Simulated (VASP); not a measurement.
# AlRu (NiAs type) (P6_3/mmc) in VASP: a series of runs

The runs below take AlRu (NiAs type) through relaxation of shape and atoms at fixed volume, with PBE.

Everything below comes from runs of VASP 6.6.1. Logs are shortened: lines on timing, memory, paths and dates and some standing lists are left out, and cuts for length are marked.

## 1. The cell of the first run

Symmetry: P6_3/mmc, No. 194, hexagonal system. The conventional cell has a = 2.494 Å, b = 2.494 Å, c = 6.716 Å, α = 90.00°, β = 90.00°, γ = 120.00°. Within 2.9 Å of Ru (site symmetry -3m) lie 6 Al at 2.21 Å and 6 Ru at 2.49 Å. Within 2.9 Å of Al (site symmetry -6m2) lie 6 Ru at 2.21 Å and 6 Al at 2.49 Å.

## 2. Relaxation of shape and atoms at fixed volume, PBE

Contents of INCAR:

```
SYSTEM = AlRu
PREC = Accurate
ENCUT = 600
EDIFF = 1E-6
ISMEAR = -1
SIGMA = 0.08
LREAL = .False.
LASPH = .True.
NELM = 100
ALGO = Normal
ISIF = 4
LWAVE = .False.
LCHARG = .False.
GGA = PE
IBRION = 2
NSW = 50
EDIFFG = -0.005
```

Contents of KPOINTS:

```
regular mesh
0
Gamma
  11 11 6
  0 0 0
```

Contents of POSCAR:

```
AlRu
1.0
    2.4938516985      0.0000000000      0.0000000000
   -1.2469258492      2.1597389242      0.0000000000
    0.0000000000      0.0000000000      6.7155051268
Ru Al
2 2
Direct
    0.0000000000      0.0000000000      0.0000000000
    0.0000000000      0.0000000000      0.5000000000
    0.3333333333      0.6666666667      0.2500000000
    0.6666666667      0.3333333333      0.7500000000
```

Potentials or basis: VASP PAW PBE potentials, release 64 (Ru_pv, Al).

Command:

```
> cat potpaw_PBE.64/Ru_pv/POTCAR potpaw_PBE.64/Al/POTCAR > POTCAR
> mpirun -np 1 vasp_std > vasp.out
```

OUTCAR:

```text
SYSTEM = AlRu
   PREC = Accurate
   ENCUT = 600
   EDIFF = 1E-6
   ISMEAR = -1
   LREAL = .False.
   LASPH = .True.
   NELM = 100
   ISIF = 4
   GGA = PE
   IBRION = 2
   NSW = 50
   EDIFFG = -0.005

 ion  position               nearest neighbor table
   1  0.000  0.000  0.000-   3 2.21   4 2.21   3 2.21   4 2.21   4 2.21   3 2.21   4 3.33   3 3.33
                             3 3.33   4 3.33   3 3.33   4 3.33   2 3.36   2 3.36
   2  0.000  0.000  0.500-   3 2.21   4 2.21   3 2.21   4 2.21   4 2.21   3 2.21   4 3.33   3 3.33
                             3 3.33   4 3.33   3 3.33   4 3.33   1 3.36   1 3.36
   3  0.333  0.667  0.250-   1 2.21   2 2.21   1 2.21   2 2.21   1 2.21   2 2.21   1 3.33   2 3.33
                             1 3.33   2 3.33   1 3.33   2 3.33
   4  0.667  0.333  0.750-   1 2.21   2 2.21   1 2.21   2 2.21   1 2.21   2 2.21   1 3.33   2 3.33
                             1 3.33   2 3.33   1 3.33   2 3.33

  LATTYP: Found a hexagonal cell.
 ALAT       =     2.4938516985
 C/A-ratio  =     2.6928245697

  Lattice vectors:

 A1 = (   2.4938516985,   0.0000000000,   0.0000000000)
 A2 = (  -1.2469258492,   2.1597389242,   0.0000000000)
 A3 = (   0.0000000000,   0.0000000000,   6.7155051268)

Analysis of symmetry for initial positions (statically):
=====================================================================
 Subroutine PRICEL returns:
 Original cell was already a primitive cell.

 Routine SETGRP: Setting up the symmetry group for a
 hexagonal supercell.

 Subroutine GETGRP returns: Found 24 space group operations
 (whereof 12 operations were pure point group operations)
 out of a pool of 24 trial point group operations.

The static configuration has the point symmetry D_3d.
 The point group associated with its full space group is D_6h.

Analysis of symmetry for dynamics (positions and initial velocities):
=====================================================================
 Subroutine PRICEL returns:
 Original cell was already a primitive cell.

 Routine SETGRP: Setting up the symmetry group for a
 hexagonal supercell.

 Subroutine GETGRP returns: Found 24 space group operations
 (whereof 12 operations were pure point group operations)
 out of a pool of 24 trial point group operations.

The dynamic configuration has the point symmetry D_3d.
 The point group associated with its full space group is D_6h.

 Subroutine INISYM returns: Found 24 space group operations
 (whereof 12 operations are pure point group operations),
 and found     1 'primitive' translations

[... 104 lines left out ...]
   ISIF   =      4    stress and relaxation
   ISYM   =      2    0-nonsym 1-usesym 2-fastsym
   POTIM  = 0.5000    time-step for ionic-motion
   TEBEG  =    0.0;   TEEND  =   0.0 temperature during run
   PSTRESS=    0.0 pullay stress
   NELECT =      34.0000    total number of electrons
   NUPDOWN=      -1.0000    fix difference up-down
   EMIN   =  10.00;   EMAX   =-10.00  energy-range for DOS
   EFERMI =   0.00;   METHOD = LEGACY
   ISMEAR =    -1;   SIGMA  =   0.08  broadening in eV -4-tet -1-fermi 0-gaus
   EFERMI_NEDOS =   21; number of points for ismear=-14 and -15
   IALGO  =     38    algorithm
   IMIX   =      4    mixing-type and parameters
     AMIX     =   0.40;   BMIX     =  1.00
     AMIX_MAG =   1.60;   BMIX_MAG =  1.00
  volume/ion in A,a.u.               =       9.04        61.02
  Fermi-wavevector in a.u.,A,eV,Ry     =   1.603680  3.030515 34.991305  2.571788
  Thomas-Fermi vector in A             =   2.700304
   LORBIT       =      0    0 simple, 1 ext, 2 COOP (PROOUT), +10 PAW based schemes
   GGA     = PE    functional components
   LHFCALC =     F    Hartree Fock is set to
   AEXX    =    0.0000 exact exchange contribution
   IVDW    =     0    specifies the selected vdW correction
   LEPSILON=     F    determine dielectric tensor
   LRPA    =     F    only Hartree local field effects (RPA)
 conjugate gradient relaxation of ions
 non-spin polarized calculation
  energy-cutoff  :      600.00
  volume of cell :       36.17
 maximum number of plane-waves:      1234
 NGX is ok and might be reduce to    20
   NGX =  9   NGY =  9   NGZ = 27

--------------------------------------- Ionic step        1  -------------------------------------------

 number of electron      34.0000000 magnetization

 Free energy of the ion-electron system (eV)
  ---------------------------------------------------
  ext. energy  EPLUGINS =         0.00000000
  ---------------------------------------------------
  free energy    TOTEN  =       -18.23083182 eV

  energy without entropy =      -18.21299001  energy(sigma->0) =      -18.22191092

------------------------ aborting loop because EDIFF is reached ----------------------------------------

  FORCE on cell =-STRESS in cart. coord.  units (eV):
  Direction    XX          YY          ZZ          XY          YZ          ZX
  --------------------------------------------------------------------------------------
  -------------------------------------------------------------------------------------
  Total       49.5883382     49.5883382     52.5104204      0.0000000      0.0000000      0.0000000
  in kB     2196.5423064   2196.5423065   2325.9775205      0.0000001      0.0000000      0.0000000
  external PRESSURE =    2239.6873778 kB  Pullay stress =       0.0000000 kB
[... 63 lines left out ...]
--------------------------------------- Ionic step        3  -------------------------------------------

 number of electron      33.9999999 magnetization

 Free energy of the ion-electron system (eV)
  ---------------------------------------------------
  ext. energy  EPLUGINS =         0.00000000
  ---------------------------------------------------
  free energy    TOTEN  =       -18.25166202 eV

  energy without entropy =      -18.22599900  energy(sigma->0) =      -18.23883051

 E-fermi :  17.9265     XC(G=0): -14.6985

 val. band max:       17.9227042623   @ k =   0.0000   0.0000   0.3333
 cond. band min:      17.9304302027   @ k =   0.0909   0.0000   0.0000
 fundamental gap:      0.0077259404
 Fermi energy:        17.9265374622

 k-point     1 :       0.0000    0.0000    0.0000
  band No.  band energies     occupation
      1     -25.1355      2.00000
      2     -25.0275      2.00000
      3     -24.0191      2.00000
      4     -24.0191      2.00000
      5     -24.0173      2.00000
      6     -24.0173      2.00000
[... 565 lines left out ...]
     20      22.8979      0.00000
     21      24.9332      0.00000

 [... further k-points ...]
[... 5 lines left out ...]
  --------------------------------------------------------------------------------------
  -------------------------------------------------------------------------------------
  Total       50.5631629     50.5631629     50.5689254      0.0000000     -0.0000000     -0.0000000
  in kB     2239.7226964   2239.7226965   2239.9779470      0.0000001     -0.0000000     -0.0000000
  external PRESSURE =    2239.8077800 kB  Pullay stress =       0.0000000 kB
[... 19 lines left out ...]
  FREE ENERGIE OF THE ION-ELECTRON SYSTEM (eV)
  ---------------------------------------------------
  free  energy   TOTEN  =       -18.2516620154 eV

  energy  without entropy=      -18.2259990033  energy(sigma->0) =      -18.23883051

 reached required accuracy - stopping structural energy minimisation
```

OSZICAR:

```text
N       E                     dE             d eps       ncg     rms          rms(c)
DAV:   1     0.375740468574E+03    0.37574E+03   -0.21337E+04  2688   0.190E+03
[... 23 lines left out ...]
DAV:   1    -0.183049240135E+02   -0.61132E-01   -0.16368E+00  2773   0.106E+01    0.126E+00
DAV:   2    -0.182588884040E+02    0.46036E-01   -0.88066E-02  2908   0.251E+00    0.863E-01
DAV:   3    -0.182526184587E+02    0.62699E-02   -0.11891E-02  3193   0.975E-01    0.208E-01
DAV:   4    -0.182516782748E+02    0.94018E-03   -0.23529E-03  3733   0.352E-01    0.177E-01
DAV:   5    -0.182516711471E+02    0.71277E-05   -0.58924E-05  2998   0.686E-02    0.118E-01
DAV:   6    -0.182516617700E+02    0.93771E-05   -0.47774E-05  3688   0.477E-02    0.202E-02
DAV:   7    -0.182516620154E+02   -0.24534E-06   -0.73561E-07  1892   0.764E-03
   3 F= -.18251662E+02 E0= -.18238831E+02  d E =-.208302E-01
```

CONTCAR:

```text
AlRu
   1.00000000000000
     2.4759488488895705    0.0000000000212538    0.0000000000000000
    -1.2379744243767379    2.1442346016470442    0.0000000000000000
     0.0000000000000000    0.0000000000000000    6.8129718737320752
  Ru              Al
     2     2
Direct
     0.0000000000000000    1.0000000000000000    0.0000000000000000
     0.0000000000000000    1.0000000000000000    0.5000000000000000
     0.3333333332999970    0.6666666667000030    0.2500000000000000
     0.6666666667000030    0.3333333332999970    0.7500000000000000

  0.00000000E+00  0.00000000E+00  0.00000000E+00
  0.00000000E+00  0.00000000E+00  0.00000000E+00
  0.00000000E+00  0.00000000E+00  0.00000000E+00
  0.00000000E+00  0.00000000E+00  0.00000000E+00
```

Run time: 3.5 min. Hardware: 1 thread of Intel Xeon 8259CL, shared host; peak memory 0.2 GiB.

What came out:

* Free energy: -18.2517 eV
* Energy gained by relaxing: 5.2 meV/atom
* Ionic steps: 3
* Pressure after relaxing: 224.0 GPa
* Band gap on the k mesh: zero (bands 17 and 18 overlap by 3.87 eV)

Step by step:
| step | energy change (eV) | largest force (eV/Å) | pressure (GPa) | volume (Å³) |
| --- | --- | --- | --- | --- |
| 1 | 0.0000 | 0.0000 | 223.97 | 36.17 |
| 2 | -0.0130 | 0.0000 | 224.22 | 36.17 |
| 3 | -0.0208 | 0.0000 | 223.98 | 36.17 |

Final structure:
```yaml
crystal:
  lattice:
    - [2.47595, 0.00000, 0.00000]
    - [-1.23797, 2.14423, 0.00000]
    - [0.00000, 0.00000, 6.81297]
  atoms:
    - { symbol: Ru, position: [0.00000, 0.00000, 0.00000] }
    - { symbol: Ru, position: [0.00000, 0.00000, 0.50000] }
    - { symbol: Al, position: [0.33333, 0.66667, 0.25000] }
    - { symbol: Al, position: [0.66667, 0.33333, 0.75000] }
```

Levels at points of the mesh, in eV from the Fermi level:
| k point | band 13 | band 14 | band 15 | band 16 | band 17 | band 18 | band 19 | band 20 | band 21 |
| --- | --- | --- | --- | --- | --- | --- | --- | --- | --- |
| (0.00, 0.00, 0.00) | -3.18 | -3.18 | -3.18 | -0.41 | -0.41 | 0.14 | 0.14 | 0.42 | 9.51 |
| (0.00, 0.00, 0.50) | -3.18 | -3.18 | -1.64 | -1.64 | -0.14 | -0.14 | -0.14 | -0.14 | 9.88 |

## 3. Relaxation of shape and atoms at fixed volume, PBE

This run uses another cell than the first one, of 10.17 Å³/atom.

Contents of INCAR:

```
PREC = Accurate
ENCUT = 600
EDIFF = 1E-6
ISMEAR = -1
SIGMA = 0.08
LREAL = False
LASPH = True
NELM = 80
ALGO = Normal
ISIF = 4
LWAVE = False
LCHARG = False
GGA = PE
IBRION = 2
NSW = 50
EDIFFG = -0.005
```

Contents of KPOINTS:

```
Automatic mesh
0
Gamma
  11 11 6
```

Contents of POSCAR:

```
AlRu
1.0
    2.5937102876      0.0000000000      0.0000000000
   -1.2968551438      2.2462189991      0.0000000000
    0.0000000000      0.0000000000      6.9844067889
Ru Al
2 2
Direct
    0.0000000000      0.0000000000      0.0000000000
    0.0000000000      0.0000000000      0.5000000000
    0.3333333333      0.6666666667      0.2500000000
    0.6666666667      0.3333333333      0.7500000000
```

Potentials or basis: VASP PAW PBE potentials, release 64 (Ru_pv, Al).

Command:

```
> cat potpaw_PBE.64/Ru_pv/POTCAR potpaw_PBE.64/Al/POTCAR > POTCAR
> mpirun -np 1 vasp_std > vasp.out
```

Wall time 3.6 min (1 thread of Intel Xeon 8259CL, shared host); peak memory 0.22 GiB.

It converged, with:

```yaml
Free_energy: -23.1169 eV
Energy_gained_by_relaxing: 5.1 meV/atom
Ionic_steps: 3
Pressure_after_relaxing: 128.4 GPa
Band_gap_on_the_k_mesh: zero (bands 17 and 18 overlap by 3.45 eV)
```

The path:
| step | energy change (eV) | largest force (eV/Å) | pressure (GPa) | volume (Å³) |
| --- | --- | --- | --- | --- |
| 1 | 0.0000 | 0.0000 | 128.55 | 40.69 |
| 2 | -0.0187 | 0.0000 | 128.40 | 40.69 |
| 3 | -0.0205 | 0.0000 | 128.41 | 40.69 |

Final structure:
```yaml
crystal:
  lattice:
    - [2.57329, 0.00000, 0.00000]
    - [-1.28665, 2.22854, 0.00000]
    - [0.00000, 0.00000, 7.09568]
  atoms:
    - { symbol: Ru, position: [0.00000, 0.00000, 0.00000] }
    - { symbol: Ru, position: [0.00000, 0.00000, 0.50000] }
    - { symbol: Al, position: [0.33333, 0.66667, 0.25000] }
    - { symbol: Al, position: [0.66667, 0.33333, 0.75000] }
```

Levels at points of the mesh, in eV from the Fermi level:
| k point | band 13 | band 14 | band 15 | band 16 | band 17 | band 18 | band 19 | band 20 | band 21 |
| --- | --- | --- | --- | --- | --- | --- | --- | --- | --- |
| (0.00, 0.00, 0.00) | -2.67 | -2.65 | -2.65 | -0.29 | -0.29 | 0.11 | 0.15 | 0.15 | 8.63 |
| (0.00, 0.00, 0.50) | -2.66 | -2.66 | -1.69 | -1.69 | -0.08 | -0.08 | -0.08 | -0.08 | 9.51 |
